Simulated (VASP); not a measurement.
# Zr (P6_3/mmc) in VASP: notebook, part 2 of 2

VASP 6.6.1.

**4. Single point, PBEsol (21.57 Å³/atom)**

This run uses another cell than the first one, of 21.57 Å³/atom.

INCAR reads:

```
SYSTEM = Zr
ALGO = Normal
EDIFF = 1E-6
ENCUT = 520
GGA = PS
ISIF = 2
ISMEAR = -1
LASPH = .TRUE.
LCHARG = .TRUE.
LELF = .TRUE.
LREAL = .FALSE.
LVHAR = .TRUE.
LWAVE = .FALSE.
NBANDS = 19
NELM = 60
PREC = Accurate
SIGMA = 0.1
```

KPOINTS reads:

```
k-points
0
G
  19 19 10
  0 0 0
```

POSCAR reads:

```
Zr
1.0
    3.1407813927      0.0000000000      0.0000000000
   -1.5703906963      2.7199964738      0.0000000000
    0.0000000000      0.0000000000      5.0494031468
Zr
2
Direct
    0.3333333333      0.6666666667      0.2500000000
    0.6666666667      0.3333333333      0.7500000000
```

Potentials or basis: VASP PAW PBE potentials, release 64 (Zr_sv).

Command:

```sh
$ cat potpaw_PBE.64/Zr_sv/POTCAR > POTCAR
$ mpirun -np 1 vasp_std > vasp.out
```

OUTCAR:

```text
SYSTEM = Zr
   EDIFF = 1E-6
   ENCUT = 520
   GGA = PS
   ISIF = 2
   ISMEAR = -1
   LASPH = .TRUE.
   LREAL = .FALSE.
   NELM = 60
   PREC = Accurate

 ion  position               nearest neighbor table
   1  0.333  0.667  0.250-   2 3.11   2 3.11   2 3.11   2 3.11   2 3.11   2 3.11
   2  0.667  0.333  0.750-   1 3.11   1 3.11   1 3.11   1 3.11   1 3.11   1 3.11

  LATTYP: Found a hexagonal cell.
 ALAT       =     3.1407813927
 C/A-ratio  =     1.6076900986

  Lattice vectors:

 A1 = (   3.1407813927,   0.0000000000,   0.0000000000)
 A2 = (  -1.5703906963,   2.7199964738,   0.0000000000)
 A3 = (   0.0000000000,   0.0000000000,   5.0494031468)

Analysis of symmetry for initial positions (statically):
=====================================================================
 Subroutine PRICEL returns:
 Original cell was already a primitive cell.

 Routine SETGRP: Setting up the symmetry group for a
 hexagonal supercell.

 Subroutine GETGRP returns: Found 24 space group operations
 (whereof 12 operations were pure point group operations)
 out of a pool of 24 trial point group operations.

[... 155 lines left out ...]

 Free energy of the ion-electron system (eV)
  ---------------------------------------------------
  ext. energy  EPLUGINS =         0.00000000
  ---------------------------------------------------
  free energy    TOTEN  =       -18.17094390 eV

  energy without entropy =      -18.10387717  energy(sigma->0) =      -18.13741053

 E-fermi :   9.7074     XC(G=0): -11.5563

 val. band max:        9.6971287400   @ k =   0.1053   0.0526   0.1000
 cond. band min:       9.7099907970   @ k =   0.3684   0.2632   0.4000
 fundamental gap:      0.0128620570
 Fermi energy:         9.7073636055

 k-point     1 :       0.0000    0.0000    0.0000
  band No.  band energies     occupation
      1     -38.8530      2.00000
      2     -38.6465      2.00000
      3     -17.5417      2.00000
      4     -16.4343      2.00000
      5     -16.4343      2.00000
      6     -16.2695      2.00000
[... 505 lines left out ...]
      6     -16.7011      2.00000
[... 11 lines left out ...]
     18      15.1658      0.00000
     19      15.2677      0.00000

 [... further k-points ...]
[... 5 lines left out ...]
  --------------------------------------------------------------------------------------
  -------------------------------------------------------------------------------------
  Total        1.1291267      1.1291267      1.2926354      0.0000000      0.0000000     -0.0000000
  in kB       41.9379454     41.9379454     48.0109762      0.0000000      0.0000000     -0.0000000
  external PRESSURE =      43.9622890 kB  Pullay stress =       0.0000000 kB

 VOLUME and BASIS-vectors are now :
 -----------------------------------------------------------------------------
  energy-cutoff  :      520.00
  volume of cell :       43.14
      direct lattice vectors                 reciprocal lattice vectors
     3.140781393  0.000000000  0.000000000     0.318392105  0.183823768  0.000000000
    -1.570390696  2.719996474  0.000000000     0.000000000  0.367647535  0.000000000
     0.000000000  0.000000000  5.049403147     0.000000000  0.000000000  0.198043208

 POSITION                                       TOTAL-FORCE (eV/Angst)
 -----------------------------------------------------------------------------------
     -0.00000      1.81333      1.26235         0.000000      0.000000      0.000000
      1.57039      0.90667      3.78705        -0.000000     -0.000000      0.000000
 -----------------------------------------------------------------------------------
    total drift:                                0.000000     -0.000000      0.000000

  FREE ENERGIE OF THE ION-ELECTRON SYSTEM (eV)
  ---------------------------------------------------
  free  energy   TOTEN  =       -18.1709438952 eV

  energy  without entropy=      -18.1038771731  energy(sigma->0) =      -18.13741053
```

stdout:

```text
POSCAR found type information on POSCAR Zr
 POSCAR found :  1 types and       2 ions
 scaLAPACK will be used
 -----------------------------------------------------------------------------
|                                                                             |
|                                                                             |
|     You enforced a specific xc type in the INCAR file but a different       |
|     I HOPE YOU KNOW WHAT YOU ARE DOING!                                     |
|                                                                             |
 -----------------------------------------------------------------------------

 LDA part: xc-table for (Slater+PW92), standard interpolation
 POSCAR, INCAR and KPOINTS ok, starting setup
 FFT: planning ... GRIDC
 FFT: planning ... GRID_SOFT
 FFT: planning ... GRID
 WAVECAR not read
 entering main loop
```

It took 2.7 min on 1 thread of Intel Xeon Platinum 8259CL at 2.50GHz (Skylake/Cascade Lake), shared host; peak memory 0.27 GiB.

Results:

| Property | Result |
| --- | --- |
| Free energy | -18.1709 eV |
| Pressure | 4.4 GPa |
| Band gap on the k mesh | zero (bands 12 and 13 overlap by 1.24 eV) |

Stress tensor (GPa, compression positive):
```
4.19 0.00 0.00
0.00 4.19 0.00
0.00 0.00 4.80
```

Caveat: the cell stands under pressure; the PAW data sets were made with another functional, which shifts forces and pressure a little.

**5. The runs side by side**

| cell | gap on the mesh (eV) | pressure (GPa) |
| --- | --- | --- |
| a = 3.051, b = 3.051, c = 4.905 Å, angles 90.0, 90.0, 120.0°, 2 atoms | none | 15.6 |
| a = 3.097, b = 3.097, c = 4.978 Å, angles 90.0, 90.0, 120.0°, 2 atoms | none | 9.5 |
| a = 3.141, b = 3.141, c = 5.049 Å, angles 90.0, 90.0, 120.0°, 2 atoms | none | 4.4 |

Alike in all rows: task single point; level PBEsol; potentials or basis VASP PAW PBE potentials, release 64 (Zr_sv); no spin polarisation; k mesh 19 × 19 × 10; cutoff (eV) 520; smearing fermi-dirac 0.1 eV.

Caveats: the cell stands under pressure; the PAW data sets were made with another functional, which shifts forces and pressure a little.

Absolute energies hang on the potentials; compare differences alone.
